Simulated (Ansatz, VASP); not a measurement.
## Sb: VASP beside Ansatz

File INCAR:

```
  ALGO = Normal
  EDIFF = 1E-6
  ENCUT = 520
  GGA = PE
  ISIF = 2
  ISMEAR = 0
  LASPH = True
  LCHARG = False
  LREAL = False
  LWAVE = False
  NBANDS = 14
  NELM = 80
  PREC = Accurate
  SIGMA = 0.1
```

File KPOINTS:

```
k-points
0
Gamma
  6 6 6
```

POSCAR

```
Sb
1.0
    5.8120871113      0.0000000000      0.0000000000
   -2.9060435557      5.0334150874      0.0000000000
    0.0000000000      0.0000000000      3.5630620987
Sb
3
Direct
    0.0000000000      0.0000000000      0.0000000000
    0.3333333333      0.6666666667      0.5000000000
    0.6666666667      0.3333333333      0.5000000000
```

Input for Ansatz:

```yaml
crystal:
  lattice:
    - [5.8120871113, 0.0, 0.0]
    - [-2.9060435557, 5.0334150874, 0.0]
    - [0.0, 0.0, 3.5630620987]
  atoms:
    - { symbol: Sb, position: [0.0, 0.0, 0.0] }
    - { symbol: Sb, position: [0.3333333333, 0.6666666667, 0.5] }
    - { symbol: Sb, position: [0.6666666667, 0.3333333333, 0.5] }
basis:
  ecutwfc: 420
kpoints:
  mp_grid: { grid: [6, 6, 6] }
hamiltonian:
  xc: pbe
scf:
  occupations: { method: gaussian, width: 0.1 }
  lower_state_search: "off"
output:
  forces: true
  stress: true
  eigenvalues: true
```

Alike in both runs: task single point; functional PBE; k mesh 6 × 6 × 6; occupations gaussian, width 0.1 eV; no spin polarisation.

|  | VASP | Ansatz |
| --- | --- | --- |
| version | VASP 6.6.1 | Ansatz 0.2.0 |
| potentials or method | VASP PAW PBE potentials, release 64 (Sb), cutoff 520 eV | scalar-relativistic, plane waves, PAW |
| valence electrons in the cell | 15 | 45 |

|  | VASP | Ansatz | Ansatz less VASP |
| --- | --- | --- | --- |
| gap on the k mesh at the Fermi level (eV) | none | none | - |
| pressure (GPa) | -8.1 | -8.0 | +0.08 |
| traceless stress, the component that is largest in VASP (GPa) | -1.29 | -1.30 | -0.004 |

A gap of «none» marks a metal or a gap that the smearing closes. VASP's potentials hold 15 valence electrons a cell and Ansatz's 45, so a difference there can come from the potentials and not from the codes.

Spin-orbit coupling is off throughout.
